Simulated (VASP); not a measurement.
# Mg2BeS3 (Cmc2_1) in VASP: relaxation of cell and atoms with PBE

Aim: the relaxation of cell and atoms of Mg2BeS3 with PBE.

Everything below comes from runs of VASP 6.6.1. Logs are shortened: lines on timing, memory, paths and dates and some standing lists are left out, and cuts for length are marked.

### 1 The cell of the first run

The structure is orthorhombic, space group Cmc2_1 (No. 36). The conventional cell has a = 11.578 Å, b = 6.677 Å, c = 6.173 Å, α = 90.00°, β = 90.00°, γ = 90.00°. Within 3.2 Å of Mg (site symmetry 1) lie 4 S at 2.46 to 2.48 Å. Within 2.8 Å of Be (site symmetry m) lie 4 S at 2.12 to 2.17 Å. S (site symmetry 1) has 1 Be at 2.12 Å and 3 Mg at 2.46 to 2.48 Å within 2.8 Å. Within 2.8 Å of S (site symmetry m) lie 2 Be at 2.14 to 2.17 Å and 2 Mg at 2.46 Å.

### 2 Relaxation of cell and atoms, PBE

The input, INCAR:

```
SYSTEM = Mg2BeS3
ALGO     = Normal         ! electronic algorithm
EDIFF    = 1E-7           ! SCF threshold, eV
EDIFFG   = -0.01          ! ionic threshold
ENCUT    = 600            ! plane-wave cutoff, eV
GGA      = PE             ! functional
IBRION   = 2              ! ionic algorithm
ISIF     = 3              ! what is computed and relaxed
ISMEAR   = 0              ! smearing method
LASPH    = .True.         ! aspherical terms in the spheres
LCHARG   = .False.        ! write CHGCAR
LREAL    = .False.        ! projectors in reciprocal space
LWAVE    = .False.        ! write WAVECAR
NELM     = 60             ! most SCF steps
NSW      = 100            ! ionic steps
PREC     = Accurate       ! precision mode
SIGMA    = 0.02           ! smearing width, eV
```

The input, KPOINTS:

```
k-points
0
Gamma
  4 4 4
  0 0 0
```

The input, POSCAR:

```
Mg2BeS3
1.0
    5.7890522639     -3.3387076636      0.0000000000
    5.7890522639      3.3387076636      0.0000000000
    0.0000000000      0.0000000000      6.1731442958
Mg Be S
4 2 6
Direct
    0.4886690257      0.8334812098      0.9972980079
    0.5113309743      0.1665187902      0.4972980079
    0.1665187902      0.5113309743      0.9972980079
    0.8334812098      0.4886690257      0.4972980079
    0.1567249855      0.8432750145      0.4966433425
    0.8432750145      0.1567249855      0.9966433425
    0.1649004863      0.5352115370      0.5971007051
    0.4647884630      0.8350995137      0.5971007051
    0.8683463339      0.1316536661      0.6465592315
    0.8350995137      0.4647884630      0.0971007051
    0.5352115370      0.1649004863      0.0971007051
    0.1316536661      0.8683463339      0.1465592315
```

Potentials or basis: VASP PAW PBE potentials, release 64 (Mg, Be, S).

On the command line:

```console
$ cat potpaw_PBE.64/Mg/POTCAR potpaw_PBE.64/Be/POTCAR potpaw_PBE.64/S/POTCAR > POTCAR
$ mpirun -np 1 vasp_std > vasp.out
```

OUTCAR:

```text
SYSTEM = Mg2BeS3
   EDIFF = 1E-7
   EDIFFG = -0.01
   ENCUT = 600
   GGA = PE
   IBRION = 2
   ISIF = 3
   ISMEAR = 0
   LASPH = .True.
   LREAL = .False.
   NELM = 60
   NSW = 100
   PREC = Accurate

 ion  position               nearest neighbor table
   1  0.489  0.833  0.997-  12 2.46  11 2.46  10 2.47   8 2.48
   2  0.511  0.167  0.497-   9 2.46   8 2.46   7 2.47  11 2.48
   3  0.167  0.511  0.997-  12 2.46  10 2.46  11 2.47   7 2.48
   4  0.833  0.489  0.497-   9 2.46   7 2.46   8 2.47  10 2.48
   5  0.157  0.843  0.497-   7 2.12   8 2.12   9 2.14  12 2.17
   6  0.843  0.157  0.997-  10 2.12  11 2.12  12 2.14   9 2.17
   7  0.165  0.535  0.597-   5 2.12   4 2.46   2 2.47   3 2.48
   8  0.465  0.835  0.597-   5 2.12   2 2.46   4 2.47   1 2.48
   9  0.868  0.132  0.647-   5 2.14   6 2.17   2 2.46   4 2.46
  10  0.835  0.465  0.097-   6 2.12   3 2.46   1 2.47   4 2.48
  11  0.535  0.165  0.097-   6 2.12   1 2.46   3 2.47   2 2.48
  12  0.132  0.868  0.147-   6 2.14   5 2.17   1 2.46   3 2.46

  LATTYP: Found a base centered orthorhombic cell.
 ALAT       =     6.6774153272
 B/A-ratio  =     1.7339200814
 C/A-ratio  =     0.9244811043

  Lattice vectors:

 A1 = (  -5.7890522639,  -3.3387076636,   0.0000000000)
 A2 = (   5.7890522639,  -3.3387076636,   0.0000000000)
 A3 = (   0.0000000000,   0.0000000000,   6.1731442958)

Analysis of symmetry for initial positions (statically):
=====================================================================
 Subroutine PRICEL returns:
 Original cell was already a primitive cell.

 Routine SETGRP: Setting up the symmetry group for a
 base centered orthorhombic supercell.

 Subroutine GETGRP returns: Found  4 space group operations
 (whereof  2 operations were pure point group operations)
 out of a pool of  8 trial point group operations.

The static configuration has the point symmetry C_1h.
 The point group associated with its full space group is C_2v.

Analysis of symmetry for dynamics (positions and initial velocities):
=====================================================================
 Subroutine PRICEL returns:
 Original cell was already a primitive cell.

 Routine SETGRP: Setting up the symmetry group for a
 base centered orthorhombic supercell.

 Subroutine GETGRP returns: Found  4 space group operations
 (whereof  2 operations were pure point group operations)
 out of a pool of  8 trial point group operations.

The dynamic configuration has the point symmetry C_1h.
 The point group associated with its full space group is C_2v.

 Subroutine INISYM returns: Found  4 space group operations
 (whereof  2 operations are pure point group operations),
 and found     1 'primitive' translations

[... 102 lines left out ...]
   ISTART =      0    job   : 0-new  1-cont  2-samecut
   ICHARG =      2    charge: 1-file 2-atom 10-const
   ISPIN  =      1    spin polarized calculation?
   LNONCOLLINEAR =      F non collinear calculations
   LSORBIT =      F    spin-orbit coupling
   LASPH  =      T    aspherical Exc in radial PAW
   ENCUT  =  600.0 eV  44.10 Ry    6.64 a.u.  13.35 13.35 12.33*2*pi/ulx,y,z
   NELM   =     60;   NELMIN=  2; NELMDL= -5     # of ELM steps
   EDIFF  = 0.1E-06   stopping-criterion for ELM
   LREAL  =      F    real-space projection
   EDIFFG = -.1E-01   stopping-criterion for IOM
   NSW    =    100    number of steps for IOM
   IBRION =      2    ionic relax: 0-MD 1-quasi-New 2-CG
   NFREE  =      1    steps in history (QN), initial steepest desc. (CG)
   ISIF   =      3    stress and relaxation
   ISYM   =      2    0-nonsym 1-usesym 2-fastsym
   POTIM  = 0.5000    time-step for ionic-motion
   TEBEG  =    0.0;   TEEND  =   0.0 temperature during run
   PSTRESS=    0.0 pullay stress
   NELECT =      48.0000    total number of electrons
   NUPDOWN=      -1.0000    fix difference up-down
   EMIN   =  10.00;   EMAX   =-10.00  energy-range for DOS
   EFERMI =   0.00;   METHOD = LEGACY
   ISMEAR =     0;   SIGMA  =   0.02  broadening in eV -4-tet -1-fermi 0-gaus
   EFERMI_NEDOS =   21; number of points for ismear=-14 and -15
   IALGO  =     38    algorithm
   IMIX   =      4    mixing-type and parameters
     AMIX     =   0.40;   BMIX     =  1.00
     AMIX_MAG =   1.60;   BMIX_MAG =  1.00
  volume/ion in A,a.u.               =      19.89       134.20
  Fermi-wavevector in a.u.,A,eV,Ry     =   0.959212  1.812647 12.518546  0.920087
  Thomas-Fermi vector in A             =   2.088388
   LORBIT       =      0    0 simple, 1 ext, 2 COOP (PROOUT), +10 PAW based schemes
   GGA     = PE    functional components
   LHFCALC =     F    Hartree Fock is set to
   AEXX    =    0.0000 exact exchange contribution
   IVDW    =     0    specifies the selected vdW correction
   LEPSILON=     F    determine dielectric tensor
   LRPA    =     F    only Hartree local field effects (RPA)
 conjugate gradient relaxation of ions
 non-spin polarized calculation
 Gauss-broadening in eV      SIGMA  =   0.02
  energy-cutoff  :      600.00
  volume of cell :      238.63
 maximum number of plane-waves:      8007
 NGX is ok and might be reduce to    54
   NGX = 27   NGY = 27   NGZ = 25

--------------------------------------- Ionic step        1  -------------------------------------------

 number of electron      47.9999998 magnetization

 Free energy of the ion-electron system (eV)
  ---------------------------------------------------
  ext. energy  EPLUGINS =         0.00000000
  ---------------------------------------------------
  free energy    TOTEN  =       -53.61236354 eV

  energy without entropy =      -53.61236354  energy(sigma->0) =      -53.61236354

------------------------ aborting loop because EDIFF is reached ----------------------------------------

  FORCE on cell =-STRESS in cart. coord.  units (eV):
  Direction    XX          YY          ZZ          XY          YZ          ZX
  --------------------------------------------------------------------------------------
  -------------------------------------------------------------------------------------
  Total        0.1526747     -0.2155728     -0.9908520      0.0000000      0.0000000      0.0000000
  in kB        1.0250745     -1.4473792     -6.6526866      0.0000000      0.0000000      0.0000000
  external PRESSURE =      -2.3583304 kB  Pullay stress =       0.0000000 kB
[... 355 lines left out ...]
--------------------------------------- Ionic step        9  -------------------------------------------

 number of electron      47.9999998 magnetization

 Free energy of the ion-electron system (eV)
  ---------------------------------------------------
  ext. energy  EPLUGINS =         0.00000000
  ---------------------------------------------------
  free energy    TOTEN  =       -53.61708443 eV

  energy without entropy =      -53.61708443  energy(sigma->0) =      -53.61708443

 E-fermi :   2.1159     XC(G=0):  -8.7561

 val. band max:        2.0227805418   @ k =   0.0000   0.0000   0.0000
 cond. band min:       5.7728580755   @ k =   0.0000   0.0000   0.0000
 fundamental gap:      3.7500775337
 Fermi energy:         2.1158682777

 k-point     1 :       0.0000    0.0000    0.0000
  band No.  band energies     occupation
      1     -10.1029      2.00000
      2      -9.0968      2.00000
      3      -8.9288      2.00000
      4      -8.9042      2.00000
      5      -8.8379      2.00000
      6      -8.8312      2.00000
[... 742 lines left out ...]
  FREE ENERGIE OF THE ION-ELECTRON SYSTEM (eV)
  ---------------------------------------------------
  free  energy   TOTEN  =       -53.6170844265 eV

  energy  without entropy=      -53.6170844265  energy(sigma->0) =      -53.61708443

 reached required accuracy - stopping structural energy minimisation
```

OSZICAR:

```text
N       E                     dE             d eps       ncg     rms          rms(c)
DAV:   1     0.240284654746E+03    0.24028E+03   -0.20332E+04  1302   0.143E+03
DAV:   2    -0.307319034938E+02   -0.27102E+03   -0.25978E+03  1767   0.210E+02
[... 84 lines left out ...]
       N       E                     dE             d eps       ncg     rms          rms(c)
DAV:   1    -0.536170618127E+02   -0.98348E-04   -0.12963E-02  1323   0.487E-01    0.870E-02
DAV:   2    -0.536171041158E+02   -0.42303E-04   -0.80855E-04  1597   0.142E-01    0.379E-02
DAV:   3    -0.536170924099E+02    0.11706E-04   -0.17769E-05  1621   0.257E-02    0.278E-02
DAV:   4    -0.536170842308E+02    0.81790E-05   -0.24151E-05  1582   0.230E-02    0.106E-02
DAV:   5    -0.536170845223E+02   -0.29141E-06   -0.51220E-06  1582   0.110E-02    0.344E-03
DAV:   6    -0.536170844265E+02    0.95745E-07   -0.43771E-07  1526   0.330E-03
   9 F= -.53617084E+02 E0= -.53617084E+02  d E =-.121045E-03
```

CONTCAR:

```text
Mg2BeS3
   1.00000000000000
     5.7940972921589848   -3.3426713066573170    0.0000000000000000
     5.7940972921589848    3.3426713066573170    0.0000000000000000
     0.0000000000000000    0.0000000000000000    6.1345486526989532
  Mg              Be              S
     4     2     6
Direct
     0.4891652132405261    0.8338017787781856    0.9980816466707372
     0.5108347867594739    0.1661982212218144    0.4980816466707371
     0.1661982212218144    0.5108347867594739    0.9980816466707372
     0.8338017787781856    0.4891652132405261    0.4980816466707371
     0.1556782014168827    0.8443217985831174    0.4957152874977471
     0.8443217985831174    0.1556782014168827    0.9957152874977471
     0.1657713091899235    0.5340357873880245    0.5969258659892100
     0.4659642126119755    0.8342286908100768    0.5969258659892100
     0.8686547832823450    0.1313452167176550    0.6462696871823526
     0.8342286908100768    0.4659642126119755    0.0969258659892099
     0.5340357873880245    0.1657713091899235    0.0969258659892099
     0.1313452167176550    0.8686547832823450    0.1462696871823525

  0.00000000E+00  0.00000000E+00  0.00000000E+00
  0.00000000E+00  0.00000000E+00  0.00000000E+00
  0.00000000E+00  0.00000000E+00  0.00000000E+00
  0.00000000E+00  0.00000000E+00  0.00000000E+00
  0.00000000E+00  0.00000000E+00  0.00000000E+00
  0.00000000E+00  0.00000000E+00  0.00000000E+00
  0.00000000E+00  0.00000000E+00  0.00000000E+00
  0.00000000E+00  0.00000000E+00  0.00000000E+00
  0.00000000E+00  0.00000000E+00  0.00000000E+00
  0.00000000E+00  0.00000000E+00  0.00000000E+00
  0.00000000E+00  0.00000000E+00  0.00000000E+00
  0.00000000E+00  0.00000000E+00  0.00000000E+00
```

It took 11 min on 1 thread of Intel Xeon 6975P-C (Granite Rapids), shared host; peak memory 0.5 GiB.

Results:

- Free energy: -53.6171 eV
- Relaxed volume: 19.80 Å³/atom
- Relaxed cell: a = 6.689 Å, b = 6.689 Å, c = 6.135 Å, α = 90.00°, β = 90.00°, γ = 59.96°
- Space group after relaxing (to 0.1 Å): Cmc2_1 (No. 36)
- Energy gained by relaxing: 0.4 meV/atom
- Ionic steps: 9
- Pressure after relaxing: 0.0 GPa
- Largest force after relaxing: 0.009 eV/Å
- Band gap on the k mesh: 3.75 eV

Forces in eV/Å, atoms in the order of the input:
```
Mg  -0.001  0.001  0.003
Mg   0.001 -0.001  0.003
Mg   0.001  0.001  0.003
Mg  -0.001 -0.001  0.003
Be   0.000 -0.008 -0.005
Be   0.000  0.008 -0.005
S    0.004  0.000  0.003
S   -0.004  0.000  0.003
S    0.000 -0.005 -0.006
S   -0.004  0.000  0.003
S    0.004  0.000  0.003
S    0.000  0.005 -0.006
```

Step by step:
| step | energy change (eV) | largest force (eV/Å) | pressure (GPa) | volume (Å³) |
| --- | --- | --- | --- | --- |
| 1 | 0.0000 | 0.0912 | -0.24 | 238.63 |
| 2 | -0.0038 | 0.0313 | 0.03 | 237.62 |
| 3 | -0.0038 | 0.0293 | 0.07 | 237.48 |
| 4 | -0.0042 | 0.0226 | 0.00 | 237.70 |
| 5 | -0.0043 | 0.0181 | -0.08 | 237.96 |
| 6 | -0.0046 | 0.0179 | -0.03 | 237.76 |
| 7 | -0.0046 | 0.0208 | 0.02 | 237.58 |
| 8 | -0.0046 | 0.0197 | 0.01 | 237.63 |
| 9 | -0.0047 | 0.0091 | 0.01 | 237.62 |

Final structure:
```cif
data_structure
_symmetry_space_group_name_H-M 'P 1'
_symmetry_Int_Tables_number 1
_cell_length_a 6.6892
_cell_length_b 6.6892
_cell_length_c 6.1345
_cell_angle_alpha 90.000
_cell_angle_beta 90.000
_cell_angle_gamma 59.962
_cell_volume 237.62
loop_
_atom_site_label
_atom_site_type_symbol
_atom_site_fract_x
_atom_site_fract_y
_atom_site_fract_z
_atom_site_occupancy
Mg1 Mg 0.48917 0.83380 0.99808 1
Mg2 Mg 0.51083 0.16620 0.49808 1
Mg3 Mg 0.16620 0.51083 0.99808 1
Mg4 Mg 0.83380 0.48917 0.49808 1
Be1 Be 0.15568 0.84432 0.49572 1
Be2 Be 0.84432 0.15568 0.99572 1
S1 S 0.16577 0.53404 0.59693 1
S2 S 0.46596 0.83423 0.59693 1
S3 S 0.86865 0.13135 0.64627 1
S4 S 0.83423 0.46596 0.09693 1
S5 S 0.53404 0.16577 0.09693 1
S6 S 0.13135 0.86865 0.14627 1
```

A k mesh can miss the band edges.
